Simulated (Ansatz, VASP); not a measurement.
Be2C in VASP and in Ansatz

```xyz
3
Lattice="0.0000 2.1592 2.1592 2.1592 0.0000 2.1592 2.1592 2.1592 0.0000" Properties=species:S:1:pos:R:3 pbc="T T T"
Be    1.0796    1.0796    1.0796
Be    3.2387    3.2387    3.2387
C     0.0000    0.0000    0.0000
```

Alike in both runs: functional r2SCAN; dispersion rVV10; k mesh 8 × 8 × 8; no spin polarisation.

Ansatz relaxed the structure, and its values are those at the end. VASP's run is a single point on that final structure, the one shown.

|  | VASP | Ansatz |
| --- | --- | --- |
| version | VASP 6.6.1 | Ansatz 0.2.0 |
| potentials or method | VASP PAW PBE potentials, release 64 (Be, C) | plane waves, PAW |
| plane-wave cutoff (eV) | 660 | 500 |
| occupations | gaussian, width 0.01 eV | fixed |
| valence electrons in the cell | 8 | 8 |

|  | VASP | Ansatz | Ansatz less VASP |
| --- | --- | --- | --- |
| pressure (GPa) | 0.9 | 0.0 | -0.90 |

VASP's potentials were made for PBE, not for r2SCAN.
